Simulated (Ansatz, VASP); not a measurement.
One calculation of KBr, two programs

File INCAR:

```
PREC     = Accurate       # precision mode
ENCUT    = 520            # plane-wave cutoff, eV
EDIFF    = 1E-7           # SCF threshold, eV
ISMEAR   = 0              # smearing method
SIGMA    = 0.05           # smearing width, eV
LREAL    = False          # projectors in reciprocal space
LASPH    = True           # aspherical terms in the spheres
NELM     = 60             # most SCF steps
ALGO     = Normal         # electronic algorithm
ISIF     = 2              # what is computed and relaxed
LWAVE    = False          # write WAVECAR
LCHARG   = False          # write CHGCAR
GGA      = CA             # functional
NBANDS   = 24             # bands
```

The input KPOINTS:

```
Automatic mesh
0
Gamma
  6 6 4
```

POSCAR

```
KBr
1.0
    3.8300121826      0.0000000000      0.0000000000
    0.0000000000      3.8300121826      0.0000000000
    0.0000000000      0.0000000000      7.6600243652
K Br
2 2
Direct
    0.0000000000      0.0000000000     -0.0277283713
    0.0000000000      0.0000000000      0.4722716287
    0.4418278613      0.5000000000      0.2635679338
    0.5581721387      0.5000000000      0.7635679338
```

Input for Ansatz:

```yaml
crystal:
  lattice:
    - [3.8300121826, 0.0, 0.0]
    - [0.0, 3.8300121826, 0.0]
    - [0.0, 0.0, 7.6600243652]
  atoms:
    - { symbol: K, position: [0.0, 0.0, -0.0277283713] }
    - { symbol: K, position: [0.0, 0.0, 0.4722716287] }
    - { symbol: Br, position: [0.4418278613, 0.5, 0.2635679338] }
    - { symbol: Br, position: [0.5581721387, 0.5, 0.7635679338] }
basis:
  ecutwfc: 420
kpoints:
  mp_grid: { grid: [6, 6, 4] }
hamiltonian:
  xc: lda
scf:
  occupations: { method: gaussian, width: 0.05 }
output:
  forces: true
  stress: true
  eigenvalues: true
```

Change from the starting cell: mode 4 frozen in at -0.223 Å and mode 10 at -0.212 Å (largest displacements).

Alike in both runs: task single point; functional LDA; k mesh 6 × 6 × 4; occupations gaussian, width 0.05 eV; no spin polarisation.

```csv
,VASP,Ansatz
version,VASP 6.6.1,Ansatz 0.2.0
potentials or method,"VASP PAW LDA potentials, release 64 (K_sv, Br), cutoff 520 eV","scalar-relativistic, plane waves, PAW"
valence electrons in the cell,32,32
```

```csv
,VASP,Ansatz,Ansatz less VASP
gap on the k mesh at the Fermi level (eV),4.10,4.09,-0.010
least direct gap on the mesh (eV),4.34,4.33,-0.011
pressure (GPa),1.4,1.2,-0.12
"traceless stress, the component that is largest in VASP (GPa)",-0.40,-0.38,+0.013
rms of the force components (eV/Å),0.304,0.296,-0.0086
```

LDA's correlation is that of Perdew and Zunger in VASP and of Perdew and Wang (1992) in Ansatz. Atom by atom the forces differ by 0.009 eV/Å (rms over components).
